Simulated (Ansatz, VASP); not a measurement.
**Two plane-wave programs on Au**

Contents of INCAR:

```
SYSTEM = Au
ALGO     = Normal         ! electronic algorithm
EDIFF    = 1E-6           ! SCF threshold, eV
ENCUT    = 500            ! plane-wave cutoff, eV
GGA      = PE             ! functional
GGA_COMPAT= .False.      
ISIF     = 2              ! what is computed and relaxed
ISMEAR   = -1             ! smearing method
LASPH    = .True.         ! aspherical terms in the spheres
LCHARG   = .True.         ! write CHGCAR
LELF     = .True.         ! ELF
LREAL    = .False.        ! projectors in reciprocal space
LVHAR    = .True.       
LWAVE    = .False.        ! write WAVECAR
NBANDS   = 18             ! bands
NELM     = 120            ! most SCF steps
PREC     = Accurate       ! precision mode
SIGMA    = 0.1            ! smearing width, eV
```

Contents of KPOINTS:

```
k-points
0
Gamma
  8 8 5
  0 0 0
```

The input POSCAR:

```
Au
1.0
    2.9000000000      0.0000000000      0.0000000000
   -1.4500000000      2.5114700000      0.0000000000
    0.0000000000      0.0000000000      4.8800000000
Au
2
Direct
    0.3333333333      0.6666666667      0.7500000000
    0.6666666667      0.3333333333      0.2500000000
```

Input for Ansatz:

```yaml
crystal:
  lattice:
    - [2.9, 0.0, 0.0]
    - [-1.45, 2.51147, 0.0]
    - [0.0, 0.0, 4.88]
  atoms:
    - { symbol: Au, position: [0.3333333333333333, 0.6666666666666666, 0.75] }
    - { symbol: Au, position: [0.6666666666666666, 0.3333333333333333, 0.25] }
basis:
  ecutwfc: 550.0
kpoints:
  mp_grid:
    grid: [8, 8, 5]
    shift: [0.0, 0.0, 0.0]
hamiltonian:
  xc: pbe
scf:
  occupations:
    method: fermi_dirac
    width: 0.1
output:
  forces: true
  stress: true
```

Alike in both runs: task single point; functional PBE; k mesh 8 × 8 × 5; occupations fermi-dirac, width 0.1 eV; no spin polarisation.

```csv
,VASP,Ansatz
version,VASP 6.6.1,Ansatz 0.2.0
potentials or method,"VASP PAW PBE potentials, release 64 (Au), cutoff 500 eV","plane waves, PAW"
valence electrons in the cell,22,38
```

|  | VASP | Ansatz | Ansatz less VASP |
| --- | --- | --- | --- |
| pressure (GPa) | 2.1 | 2.3 | +0.21 |
| traceless stress, the component that is largest in VASP (GPa) | -0.55 | -0.52 | +0.029 |

VASP's potentials hold 22 valence electrons a cell and Ansatz's 38, so a difference there can come from the potentials and not from the codes.

Neither program's run includes spin-orbit coupling.
